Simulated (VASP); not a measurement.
SnSe2, 3 atoms in the cell. Symmetry: C2/m, No. 12, monoclinic system. Conventional cell: a = 6.848 Å, b = 3.811 Å, c = 6.137 Å, α = 90.00°, β = 90.00°, γ = 90.00°. Within 3.6 Å of Sn (site symmetry 2/m) lie 6 Se at 2.70 to 2.75 Å. Within 3.6 Å of Se (site symmetry m) lie 3 Sn at 2.70 to 2.75 Å.  This cell differs from its parent crystal: strain +0.0375 x Voigt [0, 1, 0, 0, 0, 0].

- Program: VASP 6.6.1
- Task: single point
- Functional: PBE
- Potentials or basis: VASP PAW PBE potentials, release 64 (Sn_d, Se)
- Cutoff: 520 eV
- k mesh: 12 × 12 × 6
- Occupations: gaussian, width 0.05 eV
- Spin: no spin polarisation
- Dipole correction: no
- Further INCAR settings: ALGO = Normal; EDIFF = 1e-07; NBANDS = 20

Potentials or basis: VASP PAW PBE potentials, release 64 (Sn_d, Se).

Command:

```console
$ cat potpaw_PBE.64/Sn_d/POTCAR potpaw_PBE.64/Se/POTCAR > POTCAR
$ mpirun -np 1 vasp_std > vasp.out
```

Hardware: 1 thread of Intel Xeon 8259CL (shared host).

**Question.** Estimate the wall time of this run.

**Answer.** Run time: 7.7 min on 1 thread of Intel Xeon 8259CL, with other jobs on the host, peak memory 0.48 GiB. Counts: scf iterations 15, k points 242.
